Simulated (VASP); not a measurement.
Input of a VASP 6.6.1 run:

Contents of INCAR:

```
  PREC = Accurate
  ENCUT = 520
  EDIFF = 1E-7
  ISMEAR = -1
  SIGMA = 0.08
  LREAL = False
  LASPH = True
  NELM = 60
  ALGO = Normal
  ISIF = 2
  LWAVE = False
  LCHARG = True
  LELF = True
  LVHAR = True
  NBANDS = 26
```

The input KPOINTS:

```
regular mesh
0
Gamma
  6 6 11
```

File POSCAR:

```
InSb
1.0
    5.4620658897      0.0000000000      0.0000000000
    0.0000000000      5.8240284417      0.0000000000
    0.0000000000      0.0000000000      3.1230740751
In Sb
2 2
Direct
    0.0000000000      0.0000000000      0.0000000000
    0.5000000000      0.5000000000      0.0000000000
    0.5000000000      0.0000000000      0.8350000000
    0.0000000000      0.5000000000      0.1650000000
```

Potentials or basis: VASP PAW LDA potentials, release 64 (In_d, Sb).

The run is started by

```console
$ cat potpaw_LDA.64/In_d/POTCAR potpaw_LDA.64/Sb/POTCAR > POTCAR
$ mpirun -np 1 vasp_std > vasp.out
```

(1) What does it give for the band gap on the k mesh?

(2) Estimate the pressure.

(3) Estimate the largest force.

Answers

(1) zero (band 18 reaches 10.03 eV, above the bottom of band 19 at 7.01 eV).

(2) 6.1 GPa.

(3) 0.470 eV/Å.

Caveat: spin-orbit coupling is left out, which moves the levels of the heavy elements.
